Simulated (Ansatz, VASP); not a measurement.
## Ir: VASP beside Ansatz

```
Ir
1.0
    -0.15720    1.90541    1.90541
     1.74821    0.00000    1.74821
     1.90541    1.90541   -0.15720
Ir
1
Direct
  0.00000 0.00000 0.00000
```

Change from the starting cell: engineering shear strain xz -0.1650, engineering shear strain yz +0.0000.

Alike in both runs: task single point; functional LDA; k mesh 20 × 20 × 20; occupations gaussian, width 0.15 eV; no spin polarisation.

|  | VASP | Ansatz |
| --- | --- | --- |
| version | VASP 6.6.1 | Ansatz 0.2.0 |
| potentials or method | VASP PAW LDA potentials, release 64 (Ir), cutoff 520 eV | scalar-relativistic, plane waves, PAW |
| valence electrons in the cell | 9 | 17 |

|  | VASP | Ansatz | Ansatz less VASP |
| --- | --- | --- | --- |
| gap on the k mesh at the Fermi level (eV) | none | none | - |
| pressure (GPa) | 17.5 | 15.0 | -2.56 |
| traceless stress, the component that is largest in VASP (GPa) | 48.28 | 47.81 | -0.464 |

Ansatz warns that its potentials were made for another functional, while VASP's fit it. LDA's correlation is that of Perdew and Zunger in VASP and of Perdew and Wang (1992) in Ansatz. A gap of «none» marks a metal or a gap that the smearing closes. VASP's potentials hold 9 valence electrons a cell and Ansatz's 17, so a difference there can come from the potentials and not from the codes.

Spin-orbit coupling is off throughout.
